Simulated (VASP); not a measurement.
## Al3WO2: relaxation of cell and atoms with PBE

The system is Al3WO2.

```xyz
6
Lattice="2.8694 0.0000 0.0000 -1.4347 2.4850 0.0000 0.0000 0.0000 10.2080" Properties=species:S:1:pos:R:3 pbc="T T T"
Al    0.0000    1.6566    8.0935
Al    1.4347    0.8283    2.1145
Al    0.0000    0.0000    5.1040
W     0.0000    0.0000    0.0000
O     0.0000    1.6566    4.1017
O     1.4347    0.8283    6.1063
```

```json
{
 "Program": "VASP 6.6.1",
 "Task": "relaxation of cell and atoms",
 "Functional": "PBE",
 "Potentials or basis": "VASP PAW PBE potentials, release 64 (Al, W_sv, O)",
 "Cutoff": "600 eV",
 "k mesh": "18 × 18 × 4",
 "Occupations": "gaussian, width 0.1 eV",
 "Spin": "no spin polarisation",
 "Dipole correction": "no",
 "Further INCAR settings": "ALGO = Normal; EDIFF = 1e-06; IBRION = 2; EDIFFG = -0.01; NSW = 100; ISIF = 3"
}
```

The relaxed volume is 12.11 Å³/atom and the relaxed cell is a = 2.872 Å, b = 2.872 Å, c = 10.175 Å, α = 90.00°, β = 90.00°, γ = 120.00°. The space group after relaxing (to 0.05 Å) is P-3m1 (No. 164), the energy gained by relaxing is 0.2 meV/atom and the ionic steps are 7. The pressure after relaxing is 0.0 GPa.

Forces in eV/Å, atoms in the order of the input:
```
Al   0.000  0.000  0.003
Al   0.000  0.000 -0.003
Al   0.000  0.000  0.000
W    0.000  0.000  0.000
O    0.000  0.000  0.000
O    0.000  0.000  0.000
```

The path:
| step | energy change (eV) | largest force (eV/Å) | pressure (GPa) | volume (Å³) |
| --- | --- | --- | --- | --- |
| 1 | 0.0000 | 0.0861 | -0.30 | 72.79 |
| 2 | -0.0009 | 0.0535 | 0.35 | 72.55 |
| 3 | -0.0009 | 0.0478 | 0.28 | 72.58 |
| 4 | -0.0012 | 0.0042 | -0.12 | 72.71 |
| 5 | -0.0012 | 0.0139 | -0.03 | 72.68 |
| 6 | -0.0012 | 0.0141 | -0.03 | 72.68 |
| 7 | -0.0012 | 0.0028 | 0.00 | 72.67 |

Final structure:
```xyz
6
Lattice="2.8717 0.0000 0.0000 -1.4358 2.4869 0.0000 0.0000 0.0000 10.1750" Properties=species:S:1:pos:R:3 pbc="T T T"
Al    0.0000    1.6580    8.0732
Al    1.4358    0.8290    2.1018
Al    0.0000    0.0000    5.0875
W     0.0000    0.0000    0.0000
O     0.0000    1.6580    4.0857
O     1.4358    0.8290    6.0894
```

Levels at points of the mesh, in eV from the Fermi level:
| k point | band 14 | band 15 | band 16 | band 17 | band 18 | band 19 | band 20 | band 21 |
| --- | --- | --- | --- | --- | --- | --- | --- | --- |
| (0.00, 0.00, 0.00) | -4.27 | -4.27 | -0.71 | -0.55 | -0.55 | 1.12 | 1.92 | 1.92 |
| (0.50, 0.00, 0.00) | -4.65 | -3.16 | -2.78 | -2.65 | 0.43 | 0.89 | 2.44 | 2.61 |
| (0.00, 0.00, 0.50) | -4.27 | -4.03 | -0.55 | -0.55 | -0.21 | 0.49 | 1.92 | 1.92 |
| (0.50, 0.00, 0.50) | -4.85 | -3.25 | -3.00 | -2.27 | 0.43 | 1.34 | 2.00 | 2.24 |

Run time: 4.5 min on 1 thread of Intel(R) Xeon(R) 6975P-C (Granite Rapids), on a shared host, peak memory 0.41 GiB.

Caveat: spin-orbit coupling is left out, which moves the levels of the heavy elements; an odd number of electrons without spin polarisation forces a metal; a magnetic or distorted state may lie lower.
